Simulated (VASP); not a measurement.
# Cd2S (Fd-3m) in VASP: a series of runs

The runs below take Cd2S through single point, relaxation of cell and atoms, with PBE.

Everything below comes from runs of VASP 6.6.1. Logs are shortened: lines on timing, memory, paths and dates and some standing lists are left out, and cuts for length are marked.

### 1 The cell of the first run

Symmetry: Fd-3m, No. 227, cubic system. Conventional cell: a = 8.255 Å, b = 8.255 Å, c = 8.255 Å, α = 90.00°, β = 90.00°, γ = 90.00°. Within 3.8 Å of Cd (site symmetry -3m) lie 6 Cd at 2.92 Å and 6 S at 3.42 Å. Within 4.5 Å of S (site symmetry -43m) lie 12 Cd at 3.42 Å and 4 S at 3.57 Å.

The cell was generated, and may not be a known phase.

### 2 Single point, PBE

Input file INCAR:

```
SYSTEM = Cd2S
PREC     = Accurate       ! precision mode
ENCUT    = 520            ! plane-wave cutoff, eV
EDIFF    = 1E-7           ! SCF threshold, eV
ISMEAR   = 0              ! smearing method
SIGMA    = 0.1            ! smearing width, eV
LREAL    = .False.        ! projectors in reciprocal space
LASPH    = .True.         ! aspherical terms in the spheres
NELM     = 80             ! most SCF steps
ALGO     = Normal         ! electronic algorithm
ISIF     = 2              ! what is computed and relaxed
LWAVE    = .False.        ! write WAVECAR
LCHARG   = .True.         ! write CHGCAR
GGA      = PE             ! functional
LELF     = .True.         ! ELF
LVHAR    = .True.       
NBANDS   = 39             ! bands
```

Input file KPOINTS:

```
Automatic mesh
0
Gamma
  4 4 4
  0 0 0
```

Input file POSCAR:

```
Cd2S
1.0
    0.0000000000      4.1273428700      4.1273428700
    4.1273428700      0.0000000000      4.1273428700
    4.1273428700      4.1273428700      0.0000000000
Cd S
4 2
Direct
    0.1250000000      0.6250000000      0.1250000000
    0.1250000000      0.1250000000      0.6250000000
    0.6250000000      0.1250000000      0.1250000000
    0.1250000000      0.1250000000      0.1250000000
    0.7500000000      0.7500000000      0.7500000000
    0.5000000000      0.5000000000      0.5000000000
```

Potentials or basis: VASP PAW PBE potentials, release 64 (Cd, S).

Launch:

```sh
$ cat potpaw_PBE.64/Cd/POTCAR potpaw_PBE.64/S/POTCAR > POTCAR
$ mpirun -np 1 vasp_std > vasp.out
```

OUTCAR:

```text
SYSTEM = Cd2S
   PREC = Accurate
   ENCUT = 520
   EDIFF = 1E-7
   ISMEAR = 0
   LREAL = .False.
   LASPH = .True.
   NELM = 80
   ISIF = 2
   GGA = PE

 ion  position               nearest neighbor table
   1  0.125  0.625  0.125-   4 2.92   2 2.92   2 2.92   3 2.92   4 2.92   3 2.92
   2  0.125  0.125  0.625-   4 2.92   1 2.92   3 2.92   4 2.92   1 2.92   3 2.92
   3  0.625  0.125  0.125-   4 2.92   2 2.92   1 2.92   1 2.92   2 2.92   4 2.92
   4  0.125  0.125  0.125-   1 2.92   2 2.92   3 2.92   2 2.92   1 2.92   3 2.92
   5  0.750  0.750  0.750-
   6  0.500  0.500  0.500-

  LATTYP: Found a face centered cubic cell.
 ALAT       =     8.2546857400

  Lattice vectors:

 A1 = (   0.0000000000,   4.1273428700,   4.1273428700)
 A2 = (   4.1273428700,   0.0000000000,   4.1273428700)
 A3 = (   4.1273428700,   4.1273428700,   0.0000000000)

Analysis of symmetry for initial positions (statically):
=====================================================================
 Subroutine PRICEL returns:
 Original cell was already a primitive cell.

 Routine SETGRP: Setting up the symmetry group for a
 face centered cubic supercell.

 Subroutine GETGRP returns: Found 48 space group operations
 (whereof 24 operations were pure point group operations)
 out of a pool of 48 trial point group operations.

The static configuration has the point symmetry T_d .
 The point group associated with its full space group is O_h .

Analysis of symmetry for dynamics (positions and initial velocities):
=====================================================================
 Subroutine PRICEL returns:
 Original cell was already a primitive cell.

 Routine SETGRP: Setting up the symmetry group for a
 face centered cubic supercell.

 Subroutine GETGRP returns: Found 48 space group operations
 (whereof 24 operations were pure point group operations)
 out of a pool of 48 trial point group operations.

The dynamic configuration has the point symmetry T_d .
 The point group associated with its full space group is O_h .

 Subroutine INISYM returns: Found 48 space group operations
 (whereof 24 operations are pure point group operations),
 and found     1 'primitive' translations

----------------------------------------------------------------------------------------

                                     Primitive cell

  volume of cell :     140.6182

  direct lattice vectors                    reciprocal lattice vectors
     0.000000000  4.127342870  4.127342870    -0.121143316  0.121143316  0.121143316
     4.127342870  0.000000000  4.127342870     0.121143316 -0.121143316  0.121143316
     4.127342870  4.127342870  0.000000000     0.121143316  0.121143316 -0.121143316

  length of vectors
     5.836944263  5.836944263  5.836944263     0.209826378  0.209826378  0.209826378

  position of ions in fractional coordinates (direct lattice)
     0.125000000  0.625000000  0.125000000
     0.125000000  0.125000000  0.625000000
     0.625000000  0.125000000  0.125000000
     0.125000000  0.125000000  0.125000000
     0.750000000  0.750000000  0.750000000
     0.500000000  0.500000000  0.500000000

  ion indices of the primitive-cell ions
   primitive index   ion index
                 1           1
                 2           2
                 3           3
                 4           4
                 5           5
                 6           6

----------------------------------------------------------------------------------------

 KPOINTS: Automatic mesh

Automatic generation of k-mesh.
 Grid dimensions read from file:
 generate k-points for:    4    4    4

 Generating k-lattice:

  Cartesian coordinates                     Fractional coordinates (reciprocal lattice)
    -0.030285829  0.030285829  0.030285829     0.250000000  0.000000000  0.000000000
     0.030285829 -0.030285829  0.030285829     0.000000000  0.250000000  0.000000000
     0.030285829  0.030285829 -0.030285829     0.000000000  0.000000000  0.250000000

  Length of vectors
     0.052456594  0.052456594  0.052456594

  Shift w.r.t. Gamma in fractional coordinates (k-lattice)
     0.000000000  0.000000000  0.000000000

 Subroutine IBZKPT returns following result:
 ===========================================

 Found      8 irreducible k-points:

 Following reciprocal coordinates:
            Coordinates               Weight
  0.000000  0.000000  0.000000      1.000000
  0.250000  0.000000  0.000000      8.000000
  0.500000  0.000000  0.000000      4.000000
  0.250000  0.250000  0.000000      6.000000
  0.500000  0.250000  0.000000     24.000000
 -0.250000  0.250000  0.000000     12.000000
  0.500000  0.500000  0.000000      3.000000
 -0.250000  0.500000  0.250000      6.000000
   k-points           NKPTS =      8   k-points in BZ     NKDIM =      8   number of bands    NBANDS=     39
   number of dos      NEDOS =    301   number of ions     NIONS =      6
   total plane-waves  NPLWV = 110592
   dimension x,y,z NGX =    48 NGY =   48 NGZ =   48
   dimension x,y,z NGXF=    96 NGYF=   96 NGZF=   96
   ions per type =               4   2
   NGX,Y,Z   is equivalent  to a cutoff of  13.67, 13.67, 13.67 a.u.
   NGXF,Y,Z  is equivalent  to a cutoff of  27.34, 27.34, 27.34 a.u.
 SYSTEM =  Cd2S
   PREC   = accura    normal or accurate (medium, high low for compatibility)
   ISTART =      0    job   : 0-new  1-cont  2-samecut
   ICHARG =      2    charge: 1-file 2-atom 10-const
   ISPIN  =      1    spin polarized calculation?
   LNONCOLLINEAR =      F non collinear calculations
   LSORBIT =      F    spin-orbit coupling
   LASPH  =      T    aspherical Exc in radial PAW
   ENCUT  =  520.0 eV  38.22 Ry    6.18 a.u.  10.85 10.85 10.85*2*pi/ulx,y,z
   NELM   =     80;   NELMIN=  2; NELMDL= -5     # of ELM steps
   EDIFF  = 0.1E-06   stopping-criterion for ELM
   LREAL  =      F    real-space projection
   EDIFFG = 0.1E-05   stopping-criterion for IOM
   NSW    =      0    number of steps for IOM
   IBRION =     -1    ionic relax: 0-MD 1-quasi-New 2-CG
   NFREE  =      0    steps in history (QN), initial steepest desc. (CG)
   ISIF   =      2    stress and relaxation
   ISYM   =      2    0-nonsym 1-usesym 2-fastsym
   POTIM  = 0.5000    time-step for ionic-motion
   TEBEG  =    0.0;   TEEND  =   0.0 temperature during run
   PSTRESS=    0.0 pullay stress
   NELECT =      60.0000    total number of electrons
   NUPDOWN=      -1.0000    fix difference up-down
   EMIN   =  10.00;   EMAX   =-10.00  energy-range for DOS
   EFERMI =   0.00;   METHOD = LEGACY
   ISMEAR =     0;   SIGMA  =   0.10  broadening in eV -4-tet -1-fermi 0-gaus
   EFERMI_NEDOS =   21; number of points for ismear=-14 and -15
   IALGO  =     38    algorithm
   IMIX   =      4    mixing-type and parameters
     AMIX     =   0.40;   BMIX     =  1.00
     AMIX_MAG =   1.60;   BMIX_MAG =  1.00
  volume/ion in A,a.u.               =      23.44       158.16
  Fermi-wavevector in a.u.,A,eV,Ry     =   1.232475  2.329040 20.667169  1.518994
  Thomas-Fermi vector in A             =   2.367243
   LORBIT       =      0    0 simple, 1 ext, 2 COOP (PROOUT), +10 PAW based schemes
   GGA     = PE    functional components
   LHFCALC =     F    Hartree Fock is set to
   AEXX    =    0.0000 exact exchange contribution
   IVDW    =     0    specifies the selected vdW correction
   LEPSILON=     F    determine dielectric tensor
   LRPA    =     F    only Hartree local field effects (RPA)
 non-spin polarized calculation
 Gauss-broadening in eV      SIGMA  =   0.10
  energy-cutoff  :      520.00
  volume of cell :      140.62
 maximum number of plane-waves:      3828
 NGX is ok and might be reduce to    48
   NGX = 21   NGY = 21   NGZ = 21

 number of electron      59.9999996 magnetization

 Free energy of the ion-electron system (eV)
  ---------------------------------------------------
  ext. energy  EPLUGINS =         0.00000000
  ---------------------------------------------------
  free energy    TOTEN  =        -9.56887868 eV

  energy without entropy =       -9.56835408  energy(sigma->0) =       -9.56861638

 E-fermi :   2.4173     XC(G=0): -10.1071

 val. band max:        2.2244572813   @ k =  -0.2500   0.5000   0.2500
 cond. band min:       2.6104603218   @ k =  -0.2500   0.2500   0.0000
 fundamental gap:      0.3860030406
 Fermi energy:         2.4173307045

 k-point     1 :       0.0000    0.0000    0.0000
  band No.  band energies     occupation
      1      -9.4970      2.00000
      2      -8.3389      2.00000
      3      -8.1272      2.00000
      4      -7.4670      2.00000
      5      -7.4670      2.00000
      6      -7.4670      2.00000
[... 31 lines left out ...]
     38       5.5828      0.00000
     39      11.6463      0.00000

 k-point     2 :       0.2500    0.0000    0.0000
  band No.  band energies     occupation
      1      -9.3482      2.00000
      2      -8.5216      2.00000
      3      -7.9609      2.00000
      4      -7.3957      2.00000
      5      -7.3753      2.00000
      6      -7.3753      2.00000
[... 31 lines left out ...]
     38       6.3221      0.00000
     39      11.0325      0.00000

 k-point     3 :       0.5000    0.0000    0.0000
  band No.  band energies     occupation
      1      -9.1371      2.00000
      2      -8.7330      2.00000
      3      -7.7790      2.00000
      4      -7.3289      2.00000
      5      -7.3289      2.00000
      6      -7.2220      2.00000
[... 31 lines left out ...]
     38       9.5316      0.00000
     39       9.5316      0.00000

 k-point     4 :       0.2500    0.2500    0.0000
  band No.  band energies     occupation
      1      -9.3005      2.00000
      2      -8.5681      2.00000
      3      -7.8853      2.00000
      4      -7.4118      2.00000
      5      -7.2920      2.00000
      6      -7.2920      2.00000
[... 31 lines left out ...]
     38       7.4047      0.00000
     39      10.4528      0.00000

 k-point     5 :       0.5000    0.2500    0.0000
  band No.  band energies     occupation
      1      -9.0823      2.00000
      2      -8.7734      2.00000
      3      -7.6293      2.00000
      4      -7.3089      2.00000
      5      -7.2618      2.00000
      6      -7.1736      2.00000
[... 31 lines left out ...]
     38       9.0804      0.00000
     39       9.2689      0.00000

 k-point     6 :      -0.2500    0.2500    0.0000
  band No.  band energies     occupation
      1      -9.1633      2.00000
      2      -8.7004      2.00000
      3      -7.7335      2.00000
      4      -7.3300      2.00000
      5      -7.3064      2.00000
      6      -7.1589      2.00000
[... 31 lines left out ...]
     38       8.7389      0.00000
     39       8.7816      0.00000

 k-point     7 :       0.5000    0.5000    0.0000
  band No.  band energies     occupation
      1      -8.9235      2.00000
      2      -8.9235      2.00000
      3      -7.4376      2.00000
      4      -7.4376      2.00000
      5      -7.0788      2.00000
      6      -7.0788      2.00000
[... 31 lines left out ...]
     38       8.1267      0.00000
     39       8.6528      0.00000

 k-point     8 :      -0.2500    0.5000    0.2500
  band No.  band energies     occupation
      1      -8.9214      2.00000
      2      -8.9214      2.00000
      3      -7.3407      2.00000
      4      -7.3407      2.00000
      5      -7.2419      2.00000
      6      -7.2419      2.00000
[... 31 lines left out ...]
     38       8.3717      0.00000
     39       9.7828      0.00000

------------------------ aborting loop because EDIFF is reached ----------------------------------------

  FORCE on cell =-STRESS in cart. coord.  units (eV):
  Direction    XX          YY          ZZ          XY          YZ          ZX
  --------------------------------------------------------------------------------------
  -------------------------------------------------------------------------------------
  Total       -2.7449708     -2.7449708     -2.7449708      0.0000000      0.0000000      0.0000000
  in kB      -31.2756729    -31.2756729    -31.2756729      0.0000000      0.0000000      0.0000000
  external PRESSURE =     -31.2756729 kB  Pullay stress =       0.0000000 kB

 VOLUME and BASIS-vectors are now :
 -----------------------------------------------------------------------------
  energy-cutoff  :      520.00
  volume of cell :      140.62
      direct lattice vectors                 reciprocal lattice vectors
     0.000000000  4.127342870  4.127342870    -0.121143316  0.121143316  0.121143316
     4.127342870  0.000000000  4.127342870     0.121143316 -0.121143316  0.121143316
     4.127342870  4.127342870  0.000000000     0.121143316  0.121143316 -0.121143316

 POSITION                                       TOTAL-FORCE (eV/Angst)
 -----------------------------------------------------------------------------------
      3.09551      1.03184      3.09551        -0.000000     -0.000000     -0.000000
      3.09551      3.09551      1.03184        -0.000000     -0.000000     -0.000000
      1.03184      3.09551      3.09551        -0.000000     -0.000000     -0.000000
      1.03184      1.03184      1.03184        -0.000000     -0.000000     -0.000000
      6.19101      6.19101      6.19101         0.000000      0.000000      0.000000
      4.12734      4.12734      4.12734        -0.000000     -0.000000     -0.000000
 -----------------------------------------------------------------------------------
    total drift:                                0.000000      0.000000      0.000000

  FREE ENERGIE OF THE ION-ELECTRON SYSTEM (eV)
  ---------------------------------------------------
  free  energy   TOTEN  =        -9.5688786799 eV

  energy  without entropy=       -9.5683540824  energy(sigma->0) =       -9.56861638
```

Run time: 50 s. Hardware: 1 thread of AMD EPYC 9R45 (Zen 5), shared host; peak memory 0.29 GiB.

What came out:

```
Free energy            : -9.5689 eV
Pressure               : -3.1 GPa
Band gap on the k mesh : 0.39 eV (least direct gap 0.47 eV)
```

Caveat: the cell stands under tension.

### 3 Single point, PBE

This run uses another cell than the first one, of 21.90 Å³/atom.

Input file INCAR:

```
SYSTEM = Cd2S
PREC = Accurate
ENCUT = 520
EDIFF = 1E-6
ISMEAR = 0
SIGMA = 0.02
LREAL = .False.
LASPH = .True.
NELM = 80
ALGO = Normal
ISIF = 2
LWAVE = .False.
LCHARG = .False.
GGA = PE
NBANDS = 39
```

Input file KPOINTS:

```
regular mesh
0
Gamma
  8 8 8
  0 0 0
```

POSCAR, as its differences from that of step 2:

```diff
@@ -2,5 +2,5 @@
 1.0
-    0.0000000000      4.1273428700      4.1273428700
-    4.1273428700      0.0000000000      4.1273428700
-    4.1273428700      4.1273428700      0.0000000000
+    0.0000000000      4.0351205298      4.0351205298
+    4.0351205298      0.0000000000      4.0351205298
+    4.0351205298      4.0351205298      0.0000000000
 Cd S
```

Potentials or basis: VASP PAW PBE potentials, release 64 (Cd, S).

Launch:

```sh
$ cat potpaw_PBE.64/Cd/POTCAR potpaw_PBE.64/S/POTCAR > POTCAR
$ mpirun -np 1 vasp_std > vasp.out
```

Wall time 93 s (1 thread of AMD EPYC 9R45 (Zen 5), shared host); peak memory 0.28 GiB.

The run converged. Its results:

```yaml
Free_energy: -9.7021 eV
Pressure: 0.3 GPa
Band_gap_on_the_k_mesh: 0.35 eV (least direct gap 0.60 eV)
```

Levels at points of the mesh, in eV from the valence-band top:
| k point | band 28 | band 29 | band 30 | band 31 | band 32 | band 33 |
| --- | --- | --- | --- | --- | --- | --- |
| (0.00, 0.00, 0.00) | -1.98 | -1.98 | -1.84 | 1.38 | 1.38 | 1.38 |
| (0.50, 0.00, 0.00) | -1.62 | -1.44 | -0.42 | 0.92 | 0.92 | 1.48 |
| (0.50, 0.50, 0.00) | -0.79 | -0.34 | -0.34 | 1.57 | 1.57 | 2.33 |

### 4 Single point, PBE

This run uses another cell than the first one, of 21.90 Å³/atom.

Input file INCAR:

```
PREC = Accurate ; ENCUT = 520
EDIFF = 1E-7 ; ISMEAR = 0
SIGMA = 0.02 ; LREAL = F
LASPH = T ; NELM = 100
ALGO = Normal ; ISIF = 2
LWAVE = F ; LCHARG = F
GGA = PE ; NBANDS = 39
```

Input file KPOINTS:

```
regular mesh
0
Gamma
  8 8 8
```

POSCAR is that of step 3.

Launch:

```sh
$ cat potpaw_PBE.64/Cd/POTCAR potpaw_PBE.64/S/POTCAR > POTCAR
$ mpirun -np 1 vasp_std > vasp.out
```

It took 1.8 min on 1 thread of AMD EPYC 9R45 (Zen 5), shared host; peak memory 0.28 GiB.

It converged, with:

| Property | Result |
| --- | --- |
| Free energy | -9.7021 eV |
| Pressure | 0.3 GPa |
| Band gap on the k mesh | 0.35 eV (least direct gap 0.60 eV) |

Levels at points of the mesh, in eV from the valence-band top:
```
           k point  band 26  band 27  band 28  band 29  band 30  band 31  band 32  band 33  band 34  band 35
(0.00, 0.00, 0.00)    -2.30    -1.98    -1.98    -1.98    -1.85     1.38     1.38     1.38     2.06     2.06
(0.50, 0.00, 0.00)    -2.88    -1.62    -1.62    -1.44    -0.42     0.92     0.92     1.48     3.16     3.16
(0.50, 0.50, 0.00)    -3.85    -0.79    -0.79    -0.34    -0.34     1.57     1.57     2.33     2.33     5.12
```

### 5 Relaxation of cell and atoms, PBE

This run uses another cell than the first one, of 21.90 Å³/atom.

Input file INCAR:

```
PREC = Accurate ; ENCUT = 600
EDIFF = 1E-7 ; ISMEAR = 0
SIGMA = 0.02 ; LREAL = False
LASPH = True ; NELM = 100
ALGO = Normal ; ISIF = 3
LWAVE = False ; LCHARG = False
GGA = PE ; IBRION = 2
NSW = 100 ; EDIFFG = -0.01
```

Input file KPOINTS:

```
Automatic mesh
0
Gamma
  8 8 8
```

POSCAR is that of step 4.

Launch:

```sh
$ cat potpaw_PBE.64/Cd/POTCAR potpaw_PBE.64/S/POTCAR > POTCAR
$ mpirun -np 1 vasp_std > vasp.out
```

Wall time 3.7 min (1 thread of AMD EPYC 9R45 (Zen 5), shared host); peak memory 0.38 GiB.

Results (log left out):

- Free energy: -9.7010 eV
- Relaxed volume: 22.01 Å³/atom
- Relaxed cell: a = 5.716 Å, b = 5.716 Å, c = 5.716 Å, α = 60.00°, β = 60.00°, γ = 60.00°
- Space group after relaxing (to 0.1 Å): Fd-3m (No. 227)
- Energy gained by relaxing: 0.1 meV/atom
- Ionic steps: 2
- Pressure after relaxing: 0.0 GPa
- Band gap on the k mesh: 0.34 eV (least direct gap 0.59 eV)

The path:
| step | energy change (eV) | largest force (eV/Å) | pressure (GPa) | volume (Å³) |
| --- | --- | --- | --- | --- |
| 1 | 0.0000 | 0.0000 | 0.26 | 131.40 |
| 2 | -0.0004 | 0.0000 | -0.04 | 132.07 |

Final structure:
```
CELL_PARAMETERS angstrom
0.00000 4.04193 4.04193
4.04193 0.00000 4.04193
4.04193 4.04193 0.00000
ATOMIC_POSITIONS crystal
Cd 0.12500 0.62500 0.12500
Cd 0.12500 0.12500 0.62500
Cd 0.62500 0.12500 0.12500
Cd 0.12500 0.12500 0.12500
S 0.75000 0.75000 0.75000
S 0.50000 0.50000 0.50000
```

Levels at points of the mesh, in eV from the valence-band top:
| k point | band 28 | band 29 | band 30 | band 31 | band 32 | band 33 |
| --- | --- | --- | --- | --- | --- | --- |
| (0.00, 0.00, 0.00) | -1.97 | -1.97 | -1.83 | 1.36 | 1.36 | 1.36 |
| (0.50, 0.00, 0.00) | -1.61 | -1.43 | -0.42 | 0.91 | 0.91 | 1.48 |
| (0.50, 0.50, 0.00) | -0.78 | -0.33 | -0.33 | 1.56 | 1.56 | 2.32 |

A k mesh can miss the band edges.

### 6 Overview

| task | cell | k mesh | cutoff (eV) | smearing | gap on the mesh (eV) | pressure (GPa) |
| --- | --- | --- | --- | --- | --- | --- |
| single point | a = 5.837 Å, angles 60.0°, 6 atoms | 4 × 4 × 4 | 520 | gaussian 0.1 eV | 0.39 | -3.1 |
| single point | a = 5.707 Å, angles 60.0°, 6 atoms | 8 × 8 × 8 | 520 | gaussian 0.02 eV | 0.35 | 0.3 |
| relaxation of cell and atoms | relaxed from a = 5.707 Å, angles 60.0°, 6 atoms | 8 × 8 × 8 | 600 | gaussian 0.02 eV | 0.34 | 0.0 |

Alike in all rows: level PBE; potentials or basis VASP PAW PBE potentials, release 64 (Cd, S); no spin polarisation.

Caveats: the cell stands under tension (at least some runs).

Total energies depend on the potentials used, so only differences within one code and one set of settings carry meaning.
